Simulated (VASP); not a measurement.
# NaCl (Fm-3m) in VASP: further runs

NaCl is run at these levels: LDA, PBEsol; tasks: single point.

Everything below comes from runs of VASP 6.6.1. Logs are shortened: lines on timing, memory, paths and dates and some standing lists are left out, and cuts for length are marked.

## Step 1: The cell of the first run

It takes space group Fm-3m (No. 225, cubic). Conventional cell: a = 5.602 Å, b = 5.602 Å, c = 5.602 Å, α = 90.00°, β = 90.00°, γ = 90.00°. Na (site symmetry m-3m) has 6 Cl at 2.80 Å within 3.7 Å. Cl (site symmetry m-3m) has 6 Na at 2.80 Å within 3.7 Å.

## Step 2: Single point, LDA

INCAR

```
SYSTEM = NaCl
ALGO = Normal ; EDIFF = 1E-6
ENCUT = 520 ; ISIF = 2
ISMEAR = 0 ; LASPH = .TRUE.
LCHARG = .FALSE. ; LREAL = .FALSE.
LWAVE = .FALSE. ; NBANDS = 14
NELM = 100 ; PREC = Accurate
SIGMA = 0.02
```

KPOINTS

```
k-points
0
G
  8 8 8
  0 0 0
```

POSCAR

```
NaCl
1.0
    0.0000000000      2.8009521958      2.8009521958
    2.8009521958      0.0000000000      2.8009521958
    2.8009521958      2.8009521958      0.0000000000
Na Cl
1 1
Direct
    0.0000000000      0.0000000000      0.0000000000
    0.5000000000      0.5000000000      0.5000000000
```

Potentials or basis: VASP PAW LDA potentials, release 64 (Na_pv, Cl).

Run with:

```
> cat potpaw_LDA.64/Na_pv/POTCAR potpaw_LDA.64/Cl/POTCAR > POTCAR
> mpirun -np 1 vasp_std > vasp.out
```

OUTCAR:

```text
SYSTEM = NaCl
   EDIFF = 1E-6
   ENCUT = 520
   ISIF = 2
   ISMEAR = 0
   LASPH = .TRUE.
   LREAL = .FALSE.
   NELM = 100
   PREC = Accurate

 ion  position               nearest neighbor table
   1  0.000  0.000  0.000-
   2  0.500  0.500  0.500-

  LATTYP: Found a face centered cubic cell.
 ALAT       =     5.6019043916

  Lattice vectors:

 A1 = (   0.0000000000,   2.8009521958,   2.8009521958)
 A2 = (   2.8009521958,   0.0000000000,   2.8009521958)
 A3 = (   2.8009521958,   2.8009521958,   0.0000000000)

Analysis of symmetry for initial positions (statically):
=====================================================================
 Subroutine PRICEL returns:
 Original cell was already a primitive cell.

 Routine SETGRP: Setting up the symmetry group for a
 face centered cubic supercell.

 Subroutine GETGRP returns: Found 48 space group operations
 (whereof 48 operations were pure point group operations)
 out of a pool of 48 trial point group operations.

The static configuration has the point symmetry O_h .

Analysis of symmetry for dynamics (positions and initial velocities):
=====================================================================
 Subroutine PRICEL returns:
 Original cell was already a primitive cell.

 Routine SETGRP: Setting up the symmetry group for a
 face centered cubic supercell.

 Subroutine GETGRP returns: Found 48 space group operations
 (whereof 48 operations were pure point group operations)
 out of a pool of 48 trial point group operations.

The dynamic configuration has the point symmetry O_h .

 Subroutine INISYM returns: Found 48 space group operations
 (whereof 48 operations are pure point group operations),
 and found     1 'primitive' translations

----------------------------------------------------------------------------------------

                                     Primitive cell

  volume of cell :      43.9488

  direct lattice vectors                    reciprocal lattice vectors
     0.000000000  2.800952196  2.800952196    -0.178510722  0.178510722  0.178510722
     2.800952196  0.000000000  2.800952196     0.178510722 -0.178510722  0.178510722
     2.800952196  2.800952196  0.000000000     0.178510722  0.178510722 -0.178510722

  length of vectors
     3.961144583  3.961144583  3.961144583     0.309189641  0.309189641  0.309189641

  position of ions in fractional coordinates (direct lattice)
     0.000000000  0.000000000  0.000000000
     0.500000000  0.500000000  0.500000000

  ion indices of the primitive-cell ions
   primitive index   ion index
                 1           1
                 2           2

----------------------------------------------------------------------------------------

 KPOINTS: k-points

Automatic generation of k-mesh.
 Grid dimensions read from file:
 generate k-points for:    8    8    8

 Generating k-lattice:

  Cartesian coordinates                     Fractional coordinates (reciprocal lattice)
    -0.022313840  0.022313840  0.022313840     0.125000000  0.000000000  0.000000000
     0.022313840 -0.022313840  0.022313840     0.000000000  0.125000000  0.000000000
     0.022313840  0.022313840 -0.022313840     0.000000000  0.000000000  0.125000000

  Length of vectors
     0.038648705  0.038648705  0.038648705

  Shift w.r.t. Gamma in fractional coordinates (k-lattice)
     0.000000000  0.000000000  0.000000000

 Subroutine IBZKPT returns following result:
 ===========================================

 Found     29 irreducible k-points:

 Following reciprocal coordinates:
            Coordinates               Weight
  0.000000  0.000000  0.000000      1.000000
  0.125000  0.000000  0.000000      8.000000
  0.250000  0.000000  0.000000      8.000000
  0.375000  0.000000  0.000000      8.000000
  0.500000  0.000000  0.000000      4.000000
  0.125000  0.125000  0.000000      6.000000
[... 16 lines left out ...]
  0.500000  0.250000  0.125000     48.000000
 -0.375000  0.250000  0.125000     24.000000
 [... further k-points ...]
   k-points           NKPTS =     29   k-points in BZ     NKDIM =     29   number of bands    NBANDS=     14
   number of dos      NEDOS =    301   number of ions     NIONS =      2
   total plane-waves  NPLWV =  27000
   dimension x,y,z NGX =    30 NGY =   30 NGZ =   30
   dimension x,y,z NGXF=    60 NGYF=   60 NGZF=   60
   ions per type =               1   1
   NGX,Y,Z   is equivalent  to a cutoff of  12.59, 12.59, 12.59 a.u.
   NGXF,Y,Z  is equivalent  to a cutoff of  25.18, 25.18, 25.18 a.u.
 SYSTEM =  NaCl
   PREC   = accura    normal or accurate (medium, high low for compatibility)
   ISTART =      0    job   : 0-new  1-cont  2-samecut
   ICHARG =      2    charge: 1-file 2-atom 10-const
   ISPIN  =      1    spin polarized calculation?
   LNONCOLLINEAR =      F non collinear calculations
   LSORBIT =      F    spin-orbit coupling
   LASPH  =      T    aspherical Exc in radial PAW
   ENCUT  =  520.0 eV  38.22 Ry    6.18 a.u.   7.37  7.37  7.37*2*pi/ulx,y,z
   NELM   =    100;   NELMIN=  2; NELMDL= -5     # of ELM steps
   EDIFF  = 0.1E-05   stopping-criterion for ELM
   LREAL  =      F    real-space projection
   EDIFFG = 0.1E-04   stopping-criterion for IOM
   NSW    =      0    number of steps for IOM
   IBRION =     -1    ionic relax: 0-MD 1-quasi-New 2-CG
   NFREE  =      0    steps in history (QN), initial steepest desc. (CG)
   ISIF   =      2    stress and relaxation
   ISYM   =      2    0-nonsym 1-usesym 2-fastsym
   POTIM  = 0.5000    time-step for ionic-motion
   TEBEG  =    0.0;   TEEND  =   0.0 temperature during run
   PSTRESS=    0.0 pullay stress
   NELECT =      14.0000    total number of electrons
   NUPDOWN=      -1.0000    fix difference up-down
   EMIN   =  10.00;   EMAX   =-10.00  energy-range for DOS
   EFERMI =   0.00;   METHOD = LEGACY
   ISMEAR =     0;   SIGMA  =   0.02  broadening in eV -4-tet -1-fermi 0-gaus
   EFERMI_NEDOS =   21; number of points for ismear=-14 and -15
   IALGO  =     38    algorithm
   IMIX   =      4    mixing-type and parameters
     AMIX     =   0.40;   BMIX     =  1.00
     AMIX_MAG =   1.60;   BMIX_MAG =  1.00
  volume/ion in A,a.u.               =      21.97       148.29
  Fermi-wavevector in a.u.,A,eV,Ry     =   1.118069  2.112843 17.008338  1.250078
  Thomas-Fermi vector in A             =   2.254697
   LORBIT       =      0    0 simple, 1 ext, 2 COOP (PROOUT), +10 PAW based schemes
   GGA     = CA    functional components
   LHFCALC =     F    Hartree Fock is set to
   AEXX    =    0.0000 exact exchange contribution
   IVDW    =     0    specifies the selected vdW correction
   LEPSILON=     F    determine dielectric tensor
   LRPA    =     F    only Hartree local field effects (RPA)
 non-spin polarized calculation
 Gauss-broadening in eV      SIGMA  =   0.02
  energy-cutoff  :      520.00
  volume of cell :       43.95
 maximum number of plane-waves:      1243
 NGX is ok and might be reduce to    30
   NGX = 15   NGY = 15   NGZ = 15

 number of electron      14.0000007 magnetization

 Free energy of the ion-electron system (eV)
  ---------------------------------------------------
  ext. energy  EPLUGINS =         0.00000000
  ---------------------------------------------------
  free energy    TOTEN  =        -7.36865784 eV

  energy without entropy =       -7.36865784  energy(sigma->0) =       -7.36865784

 E-fermi :  -0.6682     XC(G=0):  -8.8090

 val. band max:       -0.8301437276   @ k =   0.0000   0.0000   0.0000
 cond. band min:       3.9453299874   @ k =   0.0000   0.0000   0.0000
 fundamental gap:      4.7754737150
 Fermi energy:        -0.6681599847

 k-point     1 :       0.0000    0.0000    0.0000
  band No.  band energies     occupation
      1     -21.5712      2.00000
      2     -21.5712      2.00000
      3     -21.5712      2.00000
      4     -13.4614      2.00000
      5      -0.8301      2.00000
      6      -0.8301      2.00000
      7      -0.8301      2.00000
      8       3.9453      0.00000
      9      10.0362      0.00000
     10      10.0362      0.00000
     11      10.0362      0.00000
     12      12.2923      0.00000
     13      12.2923      0.00000
     14      13.6967      0.00000

 k-point     2 :       0.1250    0.0000    0.0000
  band No.  band energies     occupation
      1     -21.5763      2.00000
      2     -21.5716      2.00000
      3     -21.5716      2.00000
      4     -13.4090      2.00000
      5      -1.2388      2.00000
      6      -0.8745      2.00000
      7      -0.8745      2.00000
      8       4.4684      0.00000
      9       9.4668      0.00000
     10      10.2346      0.00000
     11      10.2346      0.00000
     12      12.0066      0.00000
     13      12.0066      0.00000
     14      14.6480      0.00000

 k-point     3 :       0.2500    0.0000    0.0000
  band No.  band energies     occupation
      1     -21.5884      2.00000
      2     -21.5725      2.00000
      3     -21.5725      2.00000
      4     -13.2785      2.00000
      5      -2.0289      2.00000
      6      -0.9781      2.00000
      7      -0.9781      2.00000
      8       5.4579      0.00000
      9       8.9068      0.00000
     10      10.3270      0.00000
     11      10.3270      0.00000
     12      12.2155      0.00000
     13      12.2155      0.00000
     14      14.4899      0.00000
[... 324 lines left out ...]
 k-point    23 :       0.5000    0.2500    0.1250
  band No.  band energies     occupation
      1     -21.5961      2.00000
      2     -21.5802      2.00000
      3     -21.5754      2.00000
      4     -13.0916      2.00000
      5      -2.4972      2.00000
      6      -1.5766      2.00000
      7      -1.2198      2.00000
      8       7.0517      0.00000
      9       8.4802      0.00000
     10       8.8393      0.00000
     11      10.8565      0.00000
     12      12.7039      0.00000
     13      15.0372      0.00000
     14      15.6877      0.00000

 k-point    24 :      -0.3750    0.2500    0.1250
  band No.  band energies     occupation
      1     -21.5987      2.00000
      2     -21.5807      2.00000
      3     -21.5763      2.00000
      4     -13.0485      2.00000
      5      -2.6219      2.00000
      6      -1.6614      2.00000
      7      -1.2771      2.00000
      8       7.1918      0.00000
      9       8.4649      0.00000
     10       9.1788      0.00000
     11      10.6677      0.00000
     12      13.3144      0.00000
     13      14.6000      0.00000
     14      15.8069      0.00000

 [... further k-points ...]

------------------------ aborting loop because EDIFF is reached ----------------------------------------

  FORCE on cell =-STRESS in cart. coord.  units (eV):
  Direction    XX          YY          ZZ          XY          YZ          ZX
  --------------------------------------------------------------------------------------
  -------------------------------------------------------------------------------------
  Total       -0.5470536     -0.5470536     -0.5470536     -0.0000000     -0.0000000      0.0000000
  in kB      -19.9431332    -19.9431332    -19.9431332     -0.0000000     -0.0000000      0.0000000
  external PRESSURE =     -19.9431332 kB  Pullay stress =       0.0000000 kB

 VOLUME and BASIS-vectors are now :
 -----------------------------------------------------------------------------
  energy-cutoff  :      520.00
  volume of cell :       43.95
      direct lattice vectors                 reciprocal lattice vectors
     0.000000000  2.800952196  2.800952196    -0.178510722  0.178510722  0.178510722
     2.800952196  0.000000000  2.800952196     0.178510722 -0.178510722  0.178510722
     2.800952196  2.800952196  0.000000000     0.178510722  0.178510722 -0.178510722

 POSITION                                       TOTAL-FORCE (eV/Angst)
 -----------------------------------------------------------------------------------
      0.00000      0.00000      0.00000        -0.000000      0.000000      0.000000
      2.80095      2.80095      2.80095         0.000000     -0.000000     -0.000000
 -----------------------------------------------------------------------------------
    total drift:                               -0.000000      0.000000      0.000000

  FREE ENERGIE OF THE ION-ELECTRON SYSTEM (eV)
  ---------------------------------------------------
  free  energy   TOTEN  =        -7.3686578375 eV

  energy  without entropy=       -7.3686578375  energy(sigma->0) =       -7.36865784
```

Run time: 13 s. Hardware: 1 thread of Intel Xeon Platinum 8259CL at 2.50GHz (Skylake/Cascade Lake), shared host; peak memory 0.14 GiB.

What came out:

* Free energy: -7.3687 eV
* Pressure: -2.0 GPa
* Band gap on the k mesh: 4.78 eV, direct

A hybrid or GW would open this gap; LDA tends to underestimate it.

## Step 3: Single point, PBEsol

This run uses another cell than the first one, of 22.19 Å³/atom, 1.010 times its volume.

INCAR

```
ALGO = Normal ; EDIFF = 1E-6
ENCUT = 520 ; GGA = PS
ISIF = 2 ; ISMEAR = 0
LASPH = T ; LCHARG = T
LELF = T ; LREAL = F
LVHAR = T ; LWAVE = F
NBANDS = 14 ; NELM = 80
PREC = Accurate ; SIGMA = 0.1
```

KPOINTS

```
k-points
0
Gamma
  6 6 6
```

POSCAR

```
NaCl
1.0
    0.0000000000      2.8100000000      2.8100000000
    2.8100000000      0.0000000000      2.8100000000
    2.8100000000      2.8100000000      0.0000000000
Na Cl
1 1
Direct
    0.0000000000      0.0000000000      0.0000000000
    0.5000000000      0.5000000000      0.5000000000
```

Potentials or basis: VASP PAW PBE potentials, release 64 (Na_pv, Cl).

Run with:

```
> cat potpaw_PBE.64/Na_pv/POTCAR potpaw_PBE.64/Cl/POTCAR > POTCAR
> mpirun -np 1 vasp_std > vasp.out
```

It took 9.1 s on 1 thread of Intel Xeon Platinum 8259CL at 2.50GHz (Skylake/Cascade Lake), shared host; peak memory 0.16 GiB.

Results (log left out):

```
Free energy            : -6.9981 eV
Pressure               : -0.2 GPa
Band gap on the k mesh : 4.97 eV, direct
```

Levels at points of the mesh, in eV from the valence-band top:
```
           k point  band 4  band 5  band 6  band 7  band 8  band 9  band 10  band 11
(0.00, 0.00, 0.00)  -12.67    0.00    0.00    0.00    4.97   11.01    11.01    11.01
(0.50, 0.00, 0.00)  -12.31   -2.00   -0.28   -0.28    7.09   10.58    10.89    10.89
(0.50, 0.50, 0.00)  -12.26   -1.73   -0.62   -0.62    7.47    7.88    11.20    14.71
```

Caveat: the PAW data sets were made with another functional, which shifts forces and pressure a little. Expect the measured gap to be larger: semilocal functionals such as PBEsol lack the derivative discontinuity.

(Continued in part 2 of 2.)
